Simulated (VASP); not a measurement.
Crystal: Al3Ag.

```
Al Ag
1.0
     4.08151    0.00000    0.00000
     0.00000    4.08151    0.00000
     0.00000    0.00000    4.08151
Al Ag
3 1
Cartesian
  0.0000 2.0408 2.0408
  2.0408 0.0000 2.0408
  2.0408 2.0408 0.0000
  0.0000 0.0000 0.0000
```

* Program: VASP 6.6.1
* Task: relaxation of volume and atoms at fixed shape
* Functional: PBEsol
* Potentials or basis: VASP PAW PBE potentials, release 64 (Al, Ag)
* Cutoff: 600 eV
* k mesh: 11 × 11 × 11
* Occupations: methfessel-paxton, width 0.05 eV
* Spin: no spin polarisation

At the start: pressure -3.0 GPa; volume 17.00 Å³/atom.

Q: How do energy, volume and symmetry change on relaxing?

A: Over 3 steps the energy falls by 5.7 meV/atom and the volume is 16.41 Å³/atom (-3.5 %); space group Pm-3m (No. 221, to 0.05 Å).

The path:
| step | energy change (eV) | largest force (eV/Å) | pressure (GPa) | volume (Å³) |
| --- | --- | --- | --- | --- |
| 1 | 0.0000 | 0.0000 | -3.01 | 67.99 |
| 2 | -0.0205 | 0.0000 | 1.07 | 64.90 |
| 3 | -0.0229 | 0.0000 | 0.00 | 65.63 |

Final structure:
```
Al Ag
1.0
     4.03367    0.00000    0.00000
     0.00000    4.03367    0.00000
     0.00000    0.00000    4.03367
Al Ag
3 1
Direct
  0.00000 0.50000 0.50000
  0.50000 0.00000 0.50000
  0.50000 0.50000 0.00000
  0.00000 0.00000 0.00000
```

Caveat: the PAW data sets were made with another functional, which shifts forces and pressure a little.
